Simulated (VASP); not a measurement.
# ZrNi4Ag (F-43m) in VASP: single point with PBE

Aim: the single point of ZrNi4Ag with PBE.

Program: VASP 6.6.1. These are calculated values, not measurements. Logs are shortened: lines on timing, memory, paths and dates and some standing lists are left out, and cuts for length are marked.

### Step 1. The cell of the first run

The structure is cubic, space group F-43m (No. 216). Conventional cell: a = 6.946 Å, b = 6.946 Å, c = 6.946 Å, α = 90.00°, β = 90.00°, γ = 90.00°. Within 3.2 Å of Ni (site symmetry 3m) lie 6 Ni at 2.46 Å and 3 Zr at 2.88 Å and 3 Ag at 2.88 Å. Zr (site symmetry -43m) has 12 Ni at 2.88 Å and 4 Ag at 3.01 Å within 3.8 Å. Within 3.8 Å of Ag (site symmetry -43m) lie 12 Ni at 2.88 Å and 4 Zr at 3.01 Å.

### Step 2. Single point, PBE

File POSCAR:

```
ZrNi4Ag
1.0
    0.0000000000      3.4729950000      3.4729950000
    3.4729950000      0.0000000000      3.4729950000
    3.4729950000      3.4729950000      0.0000000000
Ni Zr Ag
4 1 1
Direct
    0.6250000000      0.6250000000      0.6250000000
    0.1250000000      0.6250000000      0.6250000000
    0.6250000000      0.6250000000      0.1250000000
    0.6250000000      0.1250000000      0.6250000000
    0.0000000000      0.0000000000      0.0000000000
    0.2500000000      0.2500000000      0.2500000000
```

File INCAR.step1:

```
ALGO     = Normal         # electronic algorithm
EDIFF    = 1E-6           # SCF threshold, eV
ENCUT    = 520            # plane-wave cutoff, eV
GGA      = PE             # functional
ISIF     = 2              # what is computed and relaxed
ISMEAR   = 1              # smearing method
LASPH    = T              # aspherical terms in the spheres
LCHARG   = T              # write CHGCAR
LMAXMIX  = 4              # l up to which the mixer works
LREAL    = F              # projectors in reciprocal space
LWAVE    = F              # write WAVECAR
NBANDS   = 40             # bands
NELM     = 100            # most SCF steps
PREC     = Accurate       # precision mode
SIGMA    = 0.072          # smearing width, eV
```

File KPOINTS.step1:

```
k-points
0
Gamma
  8 8 8
```

File INCAR.step2:

```
ALGO     = Normal         # electronic algorithm
EDIFF    = 1E-6           # SCF threshold, eV
ENCUT    = 520            # plane-wave cutoff, eV
GGA      = PE             # functional
ICHARG   = 11             # starting density
ISIF     = 2              # what is computed and relaxed
ISMEAR   = -5             # smearing method
LASPH    = T              # aspherical terms in the spheres
LCHARG   = F              # write CHGCAR
LMAXMIX  = 4              # l up to which the mixer works
LORBIT   = 11             # projections on sites
LREAL    = F              # projectors in reciprocal space
LWAVE    = F              # write WAVECAR
NEDOS    = 1001           # points of the DOS
NELM     = 100            # most SCF steps
PREC     = Accurate       # precision mode
SIGMA    = 0.072          # smearing width, eV
```

File KPOINTS.step2:

```
k-points
0
Gamma
  12 12 12
```

Potentials or basis: VASP PAW PBE potentials, release 64 (Ni, Zr_sv, Ag).

Launch:

```sh
cat potpaw_PBE.64/Ni/POTCAR potpaw_PBE.64/Zr_sv/POTCAR potpaw_PBE.64/Ag/POTCAR > POTCAR
cp INCAR.step1 INCAR
cp KPOINTS.step1 KPOINTS
mpirun -np 1 vasp_std > vasp.out
cp INCAR.step2 INCAR
cp KPOINTS.step2 KPOINTS
mpirun -np 1 vasp_std > vasp.out
```

OUTCAR:

```text
EDIFF = 1E-6
   ENCUT = 520
   GGA = PE
   ICHARG = 11
   ISIF = 2
   ISMEAR = -5
   LASPH = T
   LORBIT = 11
   LREAL = F
   NELM = 100
   PREC = Accurate

 ion  position               nearest neighbor table
   1  0.625  0.625  0.625-   2 2.46   3 2.46   4 2.46   3 2.46   4 2.46   2 2.46   6 2.88   5 2.88
                             6 2.88   5 2.88   6 2.88   5 2.88
   2  0.125  0.625  0.625-   1 2.46   3 2.46   4 2.46   1 2.46   3 2.46   4 2.46   6 2.88   5 2.88
                             5 2.88   6 2.88   5 2.88   6 2.88
   3  0.625  0.625  0.125-   1 2.46   1 2.46   2 2.46   4 2.46   4 2.46   2 2.46   6 2.88   5 2.88
                             6 2.88   5 2.88   6 2.88   5 2.88
   4  0.625  0.125  0.625-   1 2.46   3 2.46   1 2.46   2 2.46   3 2.46   2 2.46   6 2.88   5 2.88
                             6 2.88   5 2.88   6 2.88   5 2.88
   5  0.000  0.000  0.000-   2 2.88   3 2.88   4 2.88   1 2.88   2 2.88   3 2.88   1 2.88   2 2.88
                             4 2.88   1 2.88   3 2.88   4 2.88   6 3.01   6 3.01   6 3.01   6 3.01
   6  0.250  0.250  0.250-   2 2.88   3 2.88   4 2.88   1 2.88   2 2.88   4 2.88   1 2.88   2 2.88
                             3 2.88   1 2.88   3 2.88   4 2.88   5 3.01   5 3.01   5 3.01   5 3.01

  LATTYP: Found a face centered cubic cell.
 ALAT       =     6.9459900000

  Lattice vectors:

 A1 = (   0.0000000000,   3.4729950000,   3.4729950000)
 A2 = (   3.4729950000,   0.0000000000,   3.4729950000)
 A3 = (   3.4729950000,   3.4729950000,   0.0000000000)

Analysis of symmetry for initial positions (statically):
=====================================================================
 Subroutine PRICEL returns:
 Original cell was already a primitive cell.

 Routine SETGRP: Setting up the symmetry group for a
 face centered cubic supercell.

 Subroutine GETGRP returns: Found 24 space group operations
 (whereof 24 operations were pure point group operations)
 out of a pool of 48 trial point group operations.

The static configuration has the point symmetry T_d .

Analysis of symmetry for dynamics (positions and initial velocities):
=====================================================================
 Subroutine PRICEL returns:
 Original cell was already a primitive cell.

 Routine SETGRP: Setting up the symmetry group for a
 face centered cubic supercell.

 Subroutine GETGRP returns: Found 24 space group operations
 (whereof 24 operations were pure point group operations)
 out of a pool of 48 trial point group operations.

The dynamic configuration has the point symmetry T_d .

 Subroutine INISYM returns: Found 24 space group operations
 (whereof 24 operations are pure point group operations),
 and found     1 'primitive' translations

----------------------------------------------------------------------------------------

                                     Primitive cell

  volume of cell :      83.7804

  direct lattice vectors                    reciprocal lattice vectors
     0.000000000  3.472995000  3.472995000    -0.143967958  0.143967958  0.143967958
     3.472995000  0.000000000  3.472995000     0.143967958 -0.143967958  0.143967958
     3.472995000  3.472995000  0.000000000     0.143967958  0.143967958 -0.143967958

  length of vectors
     4.911556631  4.911556631  4.911556631     0.249359819  0.249359819  0.249359819

  position of ions in fractional coordinates (direct lattice)
     0.625000000  0.625000000  0.625000000
     0.125000000  0.625000000  0.625000000
     0.625000000  0.625000000  0.125000000
     0.625000000  0.125000000  0.625000000
     0.000000000  0.000000000  0.000000000
     0.250000000  0.250000000  0.250000000

  ion indices of the primitive-cell ions
   primitive index   ion index
                 1           1
                 2           2
                 3           3
                 4           4
                 5           5
                 6           6

----------------------------------------------------------------------------------------

 KPOINTS: k-points

Automatic generation of k-mesh.
 Grid dimensions read from file:
 generate k-points for:   12   12   12

 Generating k-lattice:

  Cartesian coordinates                     Fractional coordinates (reciprocal lattice)
    -0.011997330  0.011997330  0.011997330     0.083333333  0.000000000  0.000000000
     0.011997330 -0.011997330  0.011997330     0.000000000  0.083333333  0.000000000
     0.011997330  0.011997330 -0.011997330     0.000000000  0.000000000  0.083333333

  Length of vectors
     0.020779985  0.020779985  0.020779985

  Shift w.r.t. Gamma in fractional coordinates (k-lattice)
     0.000000000  0.000000000  0.000000000

 TETIRR: Found    247 inequivalent tetrahedra from    10368

 Subroutine IBZKPT returns following result:
 ===========================================

 Found     72 irreducible k-points:

 Following reciprocal coordinates:
            Coordinates               Weight
  0.000000  0.000000  0.000000      1.000000
  0.083333  0.000000  0.000000      8.000000
  0.166667  0.000000  0.000000      8.000000
  0.250000  0.000000  0.000000      8.000000
  0.333333  0.000000  0.000000      8.000000
  0.416667  0.000000  0.000000      8.000000
[... 16 lines left out ...]
  0.500000  0.166667  0.000000     24.000000
 -0.416667  0.166667  0.000000     24.000000
 [... further k-points ...]
   k-points           NKPTS =     72   k-points in BZ     NKDIM =     72   number of bands    NBANDS=     37
   number of dos      NEDOS =   1001   number of ions     NIONS =      6
   total plane-waves  NPLWV =  64000
   dimension x,y,z NGX =    40 NGY =   40 NGZ =   40
   dimension x,y,z NGXF=    80 NGYF=   80 NGZF=   80
   ions per type =               4   1   1
   NGX,Y,Z   is equivalent  to a cutoff of  13.54, 13.54, 13.54 a.u.
   NGXF,Y,Z  is equivalent  to a cutoff of  27.08, 27.08, 27.08 a.u.
 SYSTEM =  unknown system
   PREC   = accura    normal or accurate (medium, high low for compatibility)
   ISTART =      0    job   : 0-new  1-cont  2-samecut
   ICHARG =     11    charge: 1-file 2-atom 10-const
   ISPIN  =      1    spin polarized calculation?
   LNONCOLLINEAR =      F non collinear calculations
   LSORBIT =      F    spin-orbit coupling
   LASPH  =      T    aspherical Exc in radial PAW
   ENCUT  =  520.0 eV  38.22 Ry    6.18 a.u.   9.13  9.13  9.13*2*pi/ulx,y,z
   NELM   =    100;   NELMIN=  2; NELMDL=  0     # of ELM steps
   EDIFF  = 0.1E-05   stopping-criterion for ELM
   LREAL  =      F    real-space projection
   EDIFFG = 0.1E-04   stopping-criterion for IOM
   NSW    =      0    number of steps for IOM
   IBRION =     -1    ionic relax: 0-MD 1-quasi-New 2-CG
   NFREE  =      0    steps in history (QN), initial steepest desc. (CG)
   ISIF   =      2    stress and relaxation
   ISYM   =      2    0-nonsym 1-usesym 2-fastsym
   POTIM  = 0.5000    time-step for ionic-motion
   TEBEG  =    0.0;   TEEND  =   0.0 temperature during run
   PSTRESS=    0.0 pullay stress
   NELECT =      63.0000    total number of electrons
   NUPDOWN=      -1.0000    fix difference up-down
   EMIN   =  10.00;   EMAX   =-10.00  energy-range for DOS
   EFERMI =   0.00;   METHOD = LEGACY
   ISMEAR =    -5;   SIGMA  =   0.07  broadening in eV -4-tet -1-fermi 0-gaus
   EFERMI_NEDOS =   21; number of points for ismear=-14 and -15
   IALGO  =     38    algorithm
   IMIX   =      4    mixing-type and parameters
     AMIX     =   0.40;   BMIX     =  1.00
     AMIX_MAG =   1.60;   BMIX_MAG =  1.00
  volume/ion in A,a.u.               =      13.96        94.23
  Fermi-wavevector in a.u.,A,eV,Ry     =   1.488701  2.813237 30.153655  2.216231
  Thomas-Fermi vector in A             =   2.601703
   LORBIT       =     11    0 simple, 1 ext, 2 COOP (PROOUT), +10 PAW based schemes
   GGA     = PE    functional components
   LHFCALC =     F    Hartree Fock is set to
   AEXX    =    0.0000 exact exchange contribution
   IVDW    =     0    specifies the selected vdW correction
   LEPSILON=     F    determine dielectric tensor
   LRPA    =     F    only Hartree local field effects (RPA)
 non-spin polarized calculation
 Fermi weights with tetrahedron method with Bloechl corrections
  energy-cutoff  :      520.00
  volume of cell :       83.78
 maximum number of plane-waves:      2285
 NGX is ok and might be reduce to    40

 number of electron      62.9999994 magnetization

 Free energy of the ion-electron system (eV)
  ---------------------------------------------------
  ext. energy  EPLUGINS =         0.00000000
  ---------------------------------------------------
  free energy    TOTEN  =       -35.15406474 eV

  energy without entropy =      -35.15406474  energy(sigma->0) =      -35.15406474

 E-fermi :   8.9631     XC(G=0): -12.4685

 val. band max:        8.9657415342   @ k =  -0.1667   0.1667   0.0000
 cond. band min:       9.0376187808   @ k =   0.1667   0.0833   0.0000
 fundamental gap:      0.0718772466
 Fermi energy:         8.9631025553

 k-point     1 :       0.0000    0.0000    0.0000
  band No.  band energies     occupation
      1     -40.1168      2.00000
      2     -18.1283      2.00000
      3     -18.1283      2.00000
      4     -18.1283      2.00000
      5       1.0737      2.00000
      6       4.0695      2.00000
[... 29 lines left out ...]
     36      10.0208      0.00000
     37      13.7834      0.00000

 k-point     2 :       0.0833    0.0000    0.0000
  band No.  band energies     occupation
      1     -40.1167      2.00000
      2     -18.1291      2.00000
      3     -18.1283      2.00000
      4     -18.1283      2.00000
      5       1.1495      2.00000
      6       4.0405      2.00000
[... 872 lines left out ...]
 k-point    24 :      -0.4167    0.1667    0.0000
  band No.  band energies     occupation
      1     -40.1162      2.00000
      2     -18.1384      2.00000
      3     -18.1309      2.00000
      4     -18.1291      2.00000
      5       3.1476      2.00000
      6       3.6365      2.00000
[... 29 lines left out ...]
     36      11.0218      0.00000
     37      11.8561      0.00000

 [... further k-points ...]

------------------------ aborting loop because EDIFF is reached ----------------------------------------

  FORCE on cell =-STRESS in cart. coord.  units (eV):
  Direction    XX          YY          ZZ          XY          YZ          ZX
  --------------------------------------------------------------------------------------
  -------------------------------------------------------------------------------------
  Total       -5.2065972     -5.2065972     -5.2065972      0.0000000      0.0000000      0.0000000
  in kB      -99.5685302    -99.5685302    -99.5685302      0.0000000      0.0000000      0.0000000
  external PRESSURE =     -99.5685302 kB  Pullay stress =       0.0000000 kB

 VOLUME and BASIS-vectors are now :
 -----------------------------------------------------------------------------
  energy-cutoff  :      520.00
  volume of cell :       83.78
      direct lattice vectors                 reciprocal lattice vectors
     0.000000000  3.472995000  3.472995000    -0.143967958  0.143967958  0.143967958
     3.472995000  0.000000000  3.472995000     0.143967958 -0.143967958  0.143967958
     3.472995000  3.472995000  0.000000000     0.143967958  0.143967958 -0.143967958

 POSITION                                       TOTAL-FORCE (eV/Angst)
 -----------------------------------------------------------------------------------
      4.34124      4.34124      4.34124        -0.065416     -0.065416     -0.065416
      4.34124      2.60475      2.60475        -0.065416      0.065416      0.065416
      2.60475      2.60475      4.34124         0.065416      0.065416     -0.065416
      2.60475      4.34124      2.60475         0.065416     -0.065416      0.065416
      0.00000      0.00000      0.00000        -0.000000     -0.000000     -0.000000
      1.73650      1.73650      1.73650        -0.000000     -0.000000     -0.000000
 -----------------------------------------------------------------------------------
    total drift:                               -0.000000     -0.000000     -0.000000

  FREE ENERGIE OF THE ION-ELECTRON SYSTEM (eV)
  ---------------------------------------------------
  free  energy   TOTEN  =       -35.1540647398 eV

  energy  without entropy=      -35.1540647398  energy(sigma->0) =      -35.15406474

 total charge

# of ion       s       p       d       tot
------------------------------------------
    1        0.507   0.442   8.332   9.280
    2        0.507   0.442   8.332   9.280
    3        0.507   0.442   8.332   9.280
    4        0.507   0.442   8.332   9.280
    5        2.181   5.984   1.496   9.661
    6        0.472   0.367   9.076   9.915
--------------------------------------------------
tot          4.680   8.117  43.899  56.696
```

Wall time 11 min (1 thread of AMD EPYC 7R43 (Zen 3), shared host); peak memory 0.34 GiB.

What came out:

```yaml
Valence_electrons_inside_the_program's_atomic_spheres: Ni 9.28; Zr 9.66; Ag 9.91
```

Levels at points of the mesh, in eV from the Fermi level:
| k point | band 29 | band 30 | band 31 | band 32 | band 33 | band 34 | band 35 | band 36 |
| --- | --- | --- | --- | --- | --- | --- | --- | --- |
| (0.00, 0.00, 0.00) | -0.04 | -0.04 | 0.20 | 0.20 | 0.20 | 0.86 | 1.06 | 1.06 |
| (0.50, 0.00, 0.00) | -0.64 | -0.64 | 0.20 | 0.74 | 0.74 | 0.80 | 1.94 | 1.94 |
| (0.50, 0.50, 0.00) | -0.72 | -0.72 | -0.58 | -0.40 | 1.42 | 1.42 | 1.60 | 1.94 |

Caveat: tetrahedron occupations give inexact forces and stress in metals. Spin polarisation is off, so any magnetic state and its effect on volume and gap are missing.
